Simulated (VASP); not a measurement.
Here is a VASP 6.6.1 calculation.

INCAR

```
SYSTEM = As
PREC     = Accurate       ! precision mode
ENCUT    = 600            ! plane-wave cutoff, eV
EDIFF    = 1E-6           ! SCF threshold, eV
ISMEAR   = 0              ! smearing method
SIGMA    = 0.1            ! smearing width, eV
LREAL    = .FALSE.        ! projectors in reciprocal space
LASPH    = .TRUE.         ! aspherical terms in the spheres
NELM     = 80             ! most SCF steps
ALGO     = Normal         ! electronic algorithm
ISIF     = 3              ! what is computed and relaxed
LWAVE    = .FALSE.        ! write WAVECAR
LCHARG   = .FALSE.        ! write CHGCAR
GGA      = PS             ! functional
IBRION   = 2              ! ionic algorithm
NSW      = 100            ! ionic steps
EDIFFG   = -0.01          ! ionic threshold
```

File KPOINTS:

```
Automatic mesh
0
G
  12 12 10
  0 0 0
```

The input POSCAR:

```
As
1.0
    4.3933278821      0.0000000000      0.0000000000
   -2.1966639410      3.8047335530      0.0000000000
    0.0000000000      0.0000000000      5.4094698599
As
4
Direct
    0.0000000000      0.0000000000      0.2500000000
    0.0000000000      0.0000000000      0.7500000000
    0.3333333333      0.6666666667      0.7500000000
    0.6666666667      0.3333333333      0.2500000000
```

Potentials or basis: VASP PAW PBE potentials, release 64 (As).

The run is started by

```sh
$ cat potpaw_PBE.64/As/POTCAR > POTCAR
$ mpirun -np 1 vasp_std > vasp.out
```

(1) Predict the relaxed cell.

(2) Estimate the band gap on the k mesh.

## Answers

(1) a = 4.431 Å, b = 4.431 Å, c = 5.322 Å, α = 90.00°, β = 90.00°, γ = 120.00°.

(2) zero (band 10 reaches 4.97 eV, above the bottom of band 11 at 4.04 eV).
